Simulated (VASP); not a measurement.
Wanted: the native input for a VASP 6.6.1 run.

* Task: single point
* Functional: PBE
* Potentials or basis: VASP PAW PBE potentials, release 64 (Cr_pv)
* Cutoff: 500 eV
* k mesh: 4 × 4 × 4
* Occupations: fermi-dirac, width 0.1 eV
* Spin: no spin polarisation
* Dipole correction: no
* Further INCAR settings: ALGO = Normal; EDIFF = 1e-06; NBANDS = 12

The structure of Cr lies in POSCAR:

```
Cr
1.0
    1.4242148680      1.4242148680      1.4242148680
   -1.4242148680      1.4242148680      1.4242148680
   -1.4242148680     -1.4242148680      1.4242148680
Cr
1
Direct
    0.0000000000      0.0000000000      0.0000000000
```

The input as run:

INCAR

```
  PREC = Accurate
  ENCUT = 500
  EDIFF = 1E-6
  ISMEAR = -1
  SIGMA = 0.1
  LREAL = False
  LASPH = True
  NELM = 120
  ALGO = Normal
  ISIF = 2
  LWAVE = False
  LCHARG = False
  GGA = PE
  NBANDS = 12
  GGA_COMPAT = False
```

KPOINTS

```
regular mesh
0
Gamma
  4 4 4
```

Potentials or basis: VASP PAW PBE potentials, release 64 (Cr_pv).

The run is started by

```bash
$ cat potpaw_PBE.64/Cr_pv/POTCAR > POTCAR
$ mpirun -np 1 vasp_std > vasp.out
```

It gave:

| Quantity | Value |
| --- | --- |
| Pressure | -1.6 GPa |
| Band gap on the k mesh | zero (band 6 reaches 13.55 eV, above the bottom of band 7 at 10.17 eV) |

Caveat: the k points lie up to 0.78 Å⁻¹ apart; the run has no spin polarisation, though such a crystal can be magnetic.

Wall time 1.4 s on 1 thread of Intel(R) Xeon(R) 6975P-C (Granite Rapids) (shared host), peak memory 0.11 GiB.
